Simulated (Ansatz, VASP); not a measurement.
# Bi in VASP and in Ansatz

```
Bi
1.0
     2.27300    1.31232    3.99354
    -2.27300    1.31232    3.99354
     0.00000   -2.62463    3.99354
Bi
2
Direct
  0.23389 0.23389 0.23389
  0.76611 0.76611 0.76611
```

Change from the starting cell: zz strain of +1 %.

Alike in both runs: task single point; functional PBEsol; k mesh 10 × 10 × 10; occupations fermi-dirac, width 0.03 eV; no spin polarisation.

```csv
,VASP,Ansatz
version,VASP 6.6.1,Ansatz 0.2.0
potentials or method,"VASP PAW PBE potentials, release 64 (Bi_d), cutoff 520 eV","all-electron LAPW, scalar-relativistic"
```

|  | VASP | Ansatz | Ansatz less VASP |
| --- | --- | --- | --- |
| pressure (GPa) | -1.1 | -1.0 | +0.08 |
| traceless stress, the component that is largest in VASP (GPa) | -0.10 | -0.10 | -0.002 |
| rms of the force components (eV/Å) | 0.033 | 0.030 | -0.0027 |

VASP's potentials were made for PBE, not for PBEsol. Atom by atom the forces differ by 0.003 eV/Å (rms over components). Ansatz ran all-electron here, and VASP with PAW potentials.

Neither program's run includes spin-orbit coupling.
